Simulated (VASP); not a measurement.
Runs of VASP 6.6.1 on InP. The structure is that of space group I4/mmm (No. 139), or close to it. The cells are those of the table. 

```tsv
cell	gap on the mesh (eV)	pressure (GPa)
a = 4.405, b = 4.405, c = 3.597 Å, angles 65.9, 65.9, 48.2°, 2 atoms	none	(b)
a = 3.925, b = 3.925, c = 4.532 Å, angles 54.7, 54.7, 70.5°, 2 atoms	none	8.6
a = 3.956, b = 3.956, c = 4.262 Å, angles 57.4, 57.4, 65.2°, 2 atoms	none	-4.9
a = 3.933, b = 3.933, c = 4.386 Å, angles 56.1, 56.1, 67.8°, 2 atoms	none	0.0
a = 4.197, b = 4.197, c = 3.800 Å, angles 63.1, 63.1, 53.8°, 2 atoms	none	-4.9
a = 3.989, b = 3.989, c = 4.151 Å, angles 58.6, 58.6, 62.7°, 2 atoms	none	-7.4
a = 4.290, b = 4.290, c = 3.699 Å, angles 64.5, 64.5, 51.1°, 2 atoms	none	(a)
```

Alike in all rows: task single point; level PBEsol; potentials or basis VASP PAW PBE potentials, release 64 (In_d, P); no spin polarisation; k mesh 16 × 16 × 16; cutoff (eV) 520; smearing gaussian 0.15 eV.

**Question.** Fill in the values left out.

**Answer.** (a) -1.7; (b) 3.1.

Caveats: the PAW data sets were made with another functional, which shifts forces and pressure a little; spin-orbit coupling is left out, which moves the levels of the heavy elements; the stress differs along the axes, from -6 to 8 GPa (at least some runs); the stress differs along the axes, from -8 to 41 GPa (at least some runs); the stress differs along the axes, from -10 to 5 GPa (at least some runs); the stress differs along the axes, from -9 to 18 GPa (at least some runs); the stress differs along the axes, from -10 to -2 GPa (at least some runs).

A k mesh can miss the band edges, and the runs leave out spin-orbit coupling on In.

A gap of «none» marks levels without a gap at the run's occupations.
